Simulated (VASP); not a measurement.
A run of VASP 6.6.1:

The input INCAR:

```
SYSTEM = Au
  PREC = Accurate
  ENCUT = 600
  EDIFF = 1E-7
  ISMEAR = -1
  SIGMA = 0.05
  LREAL = .FALSE.
  LASPH = .TRUE.
  NELM = 60
  ALGO = Normal
  ISIF = 3
  LWAVE = .FALSE.
  LCHARG = .FALSE.
  GGA = RP
  IBRION = 2
  NSW = 60
  EDIFFG = -0.01
```

KPOINTS

```
Automatic mesh
0
G
  10 10 10
  0 0 0
```

Contents of POSCAR:

```
Au
1.0
    2.7484100000      0.0000000000      0.0000000000
    0.0000000000      2.7484100000      0.0000000000
    0.0000000000      0.0000000000      2.7484100000
Au
1
Direct
    0.5000000000      0.5000000000      0.5000000000
```

Potentials or basis: VASP PAW PBE potentials, release 64 (Au).

Run with:

```bash
$ cat potpaw_PBE.64/Au/POTCAR > POTCAR
$ mpirun -np 1 vasp_std > vasp.out
```

Hardware: 1 thread of Intel Xeon 6975P-C, with other jobs on the host.

Q: Estimate the wall time of this run.

A: It took 16 s on 1 thread of Intel Xeon 6975P-C, on a shared host, peak memory 0.16 GiB. Counts: scf iterations 26, k points 56, ion steps 3.
